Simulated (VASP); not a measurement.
# LiCl (Fm-3m) in VASP: notebook, part 2 of 2

VASP 6.6.1. Earlier steps stand in the parts before.

### Step 5. Single point, PBE (volume scaled by 0.94)

The input, INCAR:

```
SYSTEM = LiCl
ALGO = Normal
EDIFF = 1E-6
ENCUT = 520
GGA = PE
ISIF = 2
ISMEAR = 0
LASPH = .True.
LCHARG = .False.
LREAL = .False.
LWAVE = .False.
NBANDS = 12
NELM = 80
PREC = Accurate
SIGMA = 0.02
```

The input, KPOINTS:

```
k-points
0
Gamma
  8 8 8
  0 0 0
```

The input, POSCAR:

```
LiCl
1.0
    0.0000000000      2.5225673401      2.5225673401
    2.5225673401      0.0000000000      2.5225673401
    2.5225673401      2.5225673401      0.0000000000
Li Cl
1 1
Direct
    0.0000000000      0.0000000000      0.0000000000
    0.5000000000      0.5000000000      0.5000000000
```

Potentials or basis: VASP PAW PBE potentials, release 64 (Li_sv, Cl).

On the command line:

```sh
cat potpaw_PBE.64/Li_sv/POTCAR potpaw_PBE.64/Cl/POTCAR > POTCAR
mpirun -np 1 vasp_std > vasp.out
```

OUTCAR:

```text
SYSTEM = LiCl
   EDIFF = 1E-6
   ENCUT = 520
   GGA = PE
   ISIF = 2
   ISMEAR = 0
   LASPH = .True.
   LREAL = .False.
   NELM = 80
   PREC = Accurate

 ion  position               nearest neighbor table
   1  0.000  0.000  0.000-   2 2.52   2 2.52   2 2.52   2 2.52   2 2.52   2 2.52
   2  0.500  0.500  0.500-   1 2.52   1 2.52   1 2.52   1 2.52   1 2.52   1 2.52

  LATTYP: Found a face centered cubic cell.
 ALAT       =     5.0451346802

  Lattice vectors:

 A1 = (   0.0000000000,   2.5225673401,   2.5225673401)
 A2 = (   2.5225673401,   0.0000000000,   2.5225673401)
 A3 = (   2.5225673401,   2.5225673401,   0.0000000000)

Analysis of symmetry for initial positions (statically):
=====================================================================
 Subroutine PRICEL returns:
 Original cell was already a primitive cell.

 Routine SETGRP: Setting up the symmetry group for a
 face centered cubic supercell.

 Subroutine GETGRP returns: Found 48 space group operations
 (whereof 48 operations were pure point group operations)
 out of a pool of 48 trial point group operations.

The static configuration has the point symmetry O_h .

Analysis of symmetry for dynamics (positions and initial velocities):
=====================================================================
 Subroutine PRICEL returns:
 Original cell was already a primitive cell.

 Routine SETGRP: Setting up the symmetry group for a
 face centered cubic supercell.

 Subroutine GETGRP returns: Found 48 space group operations
 (whereof 48 operations were pure point group operations)
 out of a pool of 48 trial point group operations.

The dynamic configuration has the point symmetry O_h .

 Subroutine INISYM returns: Found 48 space group operations
 (whereof 48 operations are pure point group operations),
 and found     1 'primitive' translations

----------------------------------------------------------------------------------------

                                     Primitive cell

  volume of cell :      32.1039

  direct lattice vectors                    reciprocal lattice vectors
     0.000000000  2.522567340  2.522567340    -0.198210764  0.198210764  0.198210764
     2.522567340  0.000000000  2.522567340     0.198210764 -0.198210764  0.198210764
     2.522567340  2.522567340  0.000000000     0.198210764  0.198210764 -0.198210764

  length of vectors
     3.567448944  3.567448944  3.567448944     0.343311114  0.343311114  0.343311114

  position of ions in fractional coordinates (direct lattice)
     0.000000000  0.000000000  0.000000000
     0.500000000  0.500000000  0.500000000

  ion indices of the primitive-cell ions
   primitive index   ion index
                 1           1
                 2           2

----------------------------------------------------------------------------------------

 KPOINTS: k-points

Automatic generation of k-mesh.
 Grid dimensions read from file:
 generate k-points for:    8    8    8

 Generating k-lattice:

  Cartesian coordinates                     Fractional coordinates (reciprocal lattice)
    -0.024776346  0.024776346  0.024776346     0.125000000  0.000000000  0.000000000
     0.024776346 -0.024776346  0.024776346     0.000000000  0.125000000  0.000000000
     0.024776346  0.024776346 -0.024776346     0.000000000  0.000000000  0.125000000

  Length of vectors
     0.042913889  0.042913889  0.042913889

  Shift w.r.t. Gamma in fractional coordinates (k-lattice)
     0.000000000  0.000000000  0.000000000

 Subroutine IBZKPT returns following result:
 ===========================================

 Found     29 irreducible k-points:

 Following reciprocal coordinates:
            Coordinates               Weight
  0.000000  0.000000  0.000000      1.000000
  0.125000  0.000000  0.000000      8.000000
  0.250000  0.000000  0.000000      8.000000
  0.375000  0.000000  0.000000      8.000000
  0.500000  0.000000  0.000000      4.000000
  0.125000  0.125000  0.000000      6.000000
[... 16 lines left out ...]
  0.500000  0.250000  0.125000     48.000000
 -0.375000  0.250000  0.125000     24.000000
 [... further k-points ...]
   k-points           NKPTS =     29   k-points in BZ     NKDIM =     29   number of bands    NBANDS=     12
   number of dos      NEDOS =    301   number of ions     NIONS =      2
   total plane-waves  NPLWV =  21952
   dimension x,y,z NGX =    28 NGY =   28 NGZ =   28
   dimension x,y,z NGXF=    56 NGYF=   56 NGZF=   56
   ions per type =               1   1
   NGX,Y,Z   is equivalent  to a cutoff of  13.05, 13.05, 13.05 a.u.
   NGXF,Y,Z  is equivalent  to a cutoff of  26.10, 26.10, 26.10 a.u.
 SYSTEM =  LiCl
   PREC   = accura    normal or accurate (medium, high low for compatibility)
   ISTART =      0    job   : 0-new  1-cont  2-samecut
   ICHARG =      2    charge: 1-file 2-atom 10-const
   ISPIN  =      1    spin polarized calculation?
   LNONCOLLINEAR =      F non collinear calculations
   LSORBIT =      F    spin-orbit coupling
   LASPH  =      T    aspherical Exc in radial PAW
   ENCUT  =  520.0 eV  38.22 Ry    6.18 a.u.   6.63  6.63  6.63*2*pi/ulx,y,z
   NELM   =     80;   NELMIN=  2; NELMDL= -5     # of ELM steps
   EDIFF  = 0.1E-05   stopping-criterion for ELM
   LREAL  =      F    real-space projection
   EDIFFG = 0.1E-04   stopping-criterion for IOM
   NSW    =      0    number of steps for IOM
   IBRION =     -1    ionic relax: 0-MD 1-quasi-New 2-CG
   NFREE  =      0    steps in history (QN), initial steepest desc. (CG)
   ISIF   =      2    stress and relaxation
   ISYM   =      2    0-nonsym 1-usesym 2-fastsym
   POTIM  = 0.5000    time-step for ionic-motion
   TEBEG  =    0.0;   TEEND  =   0.0 temperature during run
   PSTRESS=    0.0 pullay stress
   NELECT =      10.0000    total number of electrons
   NUPDOWN=      -1.0000    fix difference up-down
   EMIN   =  10.00;   EMAX   =-10.00  energy-range for DOS
   EFERMI =   0.00;   METHOD = LEGACY
   ISMEAR =     0;   SIGMA  =   0.02  broadening in eV -4-tet -1-fermi 0-gaus
   EFERMI_NEDOS =   21; number of points for ismear=-14 and -15
   IALGO  =     38    algorithm
   IMIX   =      4    mixing-type and parameters
     AMIX     =   0.40;   BMIX     =  1.00
     AMIX_MAG =   1.60;   BMIX_MAG =  1.00
  volume/ion in A,a.u.               =      16.05       108.32
  Fermi-wavevector in a.u.,A,eV,Ry     =   1.109742  2.097108 16.755949  1.231528
  Thomas-Fermi vector in A             =   2.246285
   LORBIT       =      0    0 simple, 1 ext, 2 COOP (PROOUT), +10 PAW based schemes
   GGA     = PE    functional components
   LHFCALC =     F    Hartree Fock is set to
   AEXX    =    0.0000 exact exchange contribution
   IVDW    =     0    specifies the selected vdW correction
   LEPSILON=     F    determine dielectric tensor
   LRPA    =     F    only Hartree local field effects (RPA)
 non-spin polarized calculation
 Gauss-broadening in eV      SIGMA  =   0.02
  energy-cutoff  :      520.00
  volume of cell :       32.10
 maximum number of plane-waves:       887
   NGX = 13   NGY = 13   NGZ = 13

 number of electron      10.0000000 magnetization

 number of electron       9.9999995 magnetization

 Free energy of the ion-electron system (eV)
  ---------------------------------------------------
  ext. energy  EPLUGINS =         0.00000000
  ---------------------------------------------------
  free energy    TOTEN  =        -7.37281456 eV

  energy without entropy =       -7.37281456  energy(sigma->0) =       -7.37281456

 E-fermi :   1.1513     XC(G=0):  -8.9476

 val. band max:        0.9647784860   @ k =   0.0000   0.0000   0.0000
 cond. band min:       7.6025122705   @ k =   0.0000   0.0000   0.0000
 fundamental gap:      6.6377337844
 Fermi energy:         1.1513458877

 k-point     1 :       0.0000    0.0000    0.0000
  band No.  band energies     occupation
      1     -42.4765      2.00000
      2     -12.6139      2.00000
      3       0.9648      2.00000
      4       0.9648      2.00000
      5       0.9648      2.00000
      6       7.6025      0.00000
      7      12.9415      0.00000
      8      12.9415      0.00000
      9      12.9415      0.00000
     10      15.7267      0.00000
     11      15.7270      0.00000
     12      15.7949      0.00000
[... 331 lines left out ...]
 k-point    24 :      -0.3750    0.2500    0.1250
  band No.  band energies     occupation
      1     -42.4724      2.00000
      2     -11.8447      2.00000
      3      -1.7729      2.00000
      4      -0.4538      2.00000
      5       0.3350      2.00000
      6       9.2846      0.00000
      7      10.3689      0.00000
      8      11.6285      0.00000
      9      13.0517      0.00000
     10      16.7373      0.00000
     11      17.4384      0.00000
     12      19.4684      0.00000

 [... further k-points ...]
[... 5 lines left out ...]
  --------------------------------------------------------------------------------------
  -------------------------------------------------------------------------------------
  Total        0.4283377      0.4283377      0.4283377      0.0000000     -0.0000000      0.0000000
  in kB       21.3765977     21.3765977     21.3765977      0.0000000     -0.0000000      0.0000000
  external PRESSURE =      21.3765977 kB  Pullay stress =       0.0000000 kB

 VOLUME and BASIS-vectors are now :
 -----------------------------------------------------------------------------
  energy-cutoff  :      520.00
  volume of cell :       32.10
      direct lattice vectors                 reciprocal lattice vectors
     0.000000000  2.522567340  2.522567340    -0.198210764  0.198210764  0.198210764
     2.522567340  0.000000000  2.522567340     0.198210764 -0.198210764  0.198210764
     2.522567340  2.522567340  0.000000000     0.198210764  0.198210764 -0.198210764

 POSITION                                       TOTAL-FORCE (eV/Angst)
 -----------------------------------------------------------------------------------
      0.00000      0.00000      0.00000         0.000000      0.000000     -0.000000
      2.52257      2.52257      2.52257        -0.000000     -0.000000      0.000000
 -----------------------------------------------------------------------------------
    total drift:                                0.000000      0.000000      0.000000

  FREE ENERGIE OF THE ION-ELECTRON SYSTEM (eV)
  ---------------------------------------------------
  free  energy   TOTEN  =        -7.3728145621 eV

  energy  without entropy=       -7.3728145621  energy(sigma->0) =       -7.37281456
```

OSZICAR:

```text
N       E                     dE             d eps       ncg     rms          rms(c)
DAV:   1     0.407887645203E+02    0.40789E+02   -0.40680E+03   696   0.768E+02
DAV:   2    -0.496682306421E+01   -0.45756E+02   -0.43491E+02   856   0.150E+02
DAV:   3    -0.736745996323E+01   -0.24006E+01   -0.23934E+01   936   0.343E+01
DAV:   4    -0.743298043858E+01   -0.65520E-01   -0.65502E-01   968   0.547E+00
DAV:   5    -0.743359889294E+01   -0.61845E-03   -0.61844E-03   928   0.507E-01    0.245E+00
DAV:   6    -0.736773263143E+01    0.65866E-01   -0.13710E-01   884   0.176E+00    0.175E+00
DAV:   7    -0.736908852753E+01   -0.13559E-02   -0.47297E-02  1060   0.116E+00    0.935E-01
DAV:   8    -0.737280535476E+01   -0.37168E-02   -0.57541E-03   824   0.524E-01    0.153E-01
DAV:   9    -0.737276694333E+01    0.38411E-04   -0.16843E-04   860   0.899E-02    0.494E-02
DAV:  10    -0.737280873469E+01   -0.41791E-04   -0.98215E-05   808   0.671E-02    0.489E-02
DAV:  11    -0.737281382499E+01   -0.50903E-05   -0.11575E-05   888   0.216E-02    0.216E-03
DAV:  12    -0.737281456212E+01   -0.73713E-06   -0.38349E-07   652   0.474E-03
   1 F= -.73728146E+01 E0= -.73728146E+01  d E =-.106803E-41
```

stdout:

```text
POSCAR found type information on POSCAR LiCl
 POSCAR found :  2 types and       2 ions
 scaLAPACK will be used
 LDA part: xc-table for (Slater+PW92), standard interpolation
 POSCAR, INCAR and KPOINTS ok, starting setup
 FFT: planning ... GRIDC
 FFT: planning ... GRID_SOFT
 FFT: planning ... GRID
 WAVECAR not read
 entering main loop
```

Run time: 10 s. Hardware: 1 thread of Intel Xeon 6975P-C, shared host; peak memory 0.15 GiB.

What came out:

| Quantity | Value |
| --- | --- |
| Free energy | -7.3728 eV |
| Band gap on the k mesh | 6.64 eV, direct |

Caveat: the cell differs from its parent crystal (volume scaled by 0.94); the cutoff is under 1.25 times the usual one of these potentials, so pressure, stress and relaxed cells hold a basis-set (Pulay) error. A k mesh can miss the band edges.

### Step 6. Single point, PBE

This run uses another cell than the first one, of 17.08 Å³/atom, 1.099 times its volume.

The input, INCAR:

```
SYSTEM = LiCl
ALGO = Normal ; EDIFF = 1E-6
ENCUT = 520 ; GGA = PE
ISIF = 2 ; ISMEAR = 0
LASPH = .True. ; LCHARG = .False.
LREAL = .False. ; LWAVE = .False.
NBANDS = 12 ; NELM = 60
PREC = Accurate ; SIGMA = 0.02
```

KPOINTS is that of step 5.

The input, POSCAR:

```
LiCl
1.0
    0.0000000000      2.5751358841      2.5751358841
    2.5751358841      0.0000000000      2.5751358841
    2.5751358841      2.5751358841      0.0000000000
Li Cl
1 1
Direct
    0.0000000000      0.0000000000      0.0000000000
    0.5000000000      0.5000000000      0.5000000000
```

Potentials or basis: VASP PAW PBE potentials, release 64 (Li_sv, Cl).

On the command line:

```sh
cat potpaw_PBE.64/Li_sv/POTCAR potpaw_PBE.64/Cl/POTCAR > POTCAR
mpirun -np 1 vasp_std > vasp.out
```

Wall time 14 s (1 thread of Intel Xeon 6975P-C, shared host); peak memory 0.15 GiB.

It converged, with:

```yaml
Free_energy: -7.3862 eV
Band_gap_on_the_k_mesh: 6.27 eV, direct
```

Levels at points of the mesh, in eV from the valence-band top:
```tsv
k point	band 1	band 2	band 3	band 4	band 5	band 6	band 7	band 8	band 9	band 10
(0.00, 0.00, 0.00)	-43.54	-13.35	0.00	0.00	0.00	6.27	11.93	11.93	11.93	14.46
(0.50, 0.00, 0.00)	-43.54	-12.80	-2.76	-0.25	-0.25	6.75	9.49	9.49	12.85	16.82
(0.50, 0.50, 0.00)	-43.54	-12.57	-2.84	-1.08	-1.08	7.86	8.31	12.34	14.02	14.02
```

Caveat: the cutoff is under 1.25 times the usual one of these potentials, so pressure, stress and relaxed cells hold a basis-set (Pulay) error. A k mesh can miss the band edges.

### Step 7. Summary

| cell | gap on the mesh (eV) |
| --- | --- |
| a = 3.529 Å, angles 60.0°, 2 atoms | 6.84 |
| a = 3.490 Å, angles 60.0°, 2 atoms | 6.87 |
| a = 3.605 Å, angles 60.0°, 2 atoms | 6.45 |
| a = 3.567 Å, angles 60.0°, 2 atoms | 6.64 |
| a = 3.642 Å, angles 60.0°, 2 atoms | 6.27 |

Alike in all rows: task single point; level PBE; potentials or basis VASP PAW PBE potentials, release 64 (Li_sv, Cl); no spin polarisation; k mesh 8 × 8 × 8; cutoff (eV) 520; smearing gaussian 0.02 eV.

Caveats: the cutoff is under 1.25 times the usual one of these potentials, so pressure, stress and relaxed cells hold a basis-set (Pulay) error.

Total energies depend on the potentials used, so only differences within one code and one set of settings carry meaning.
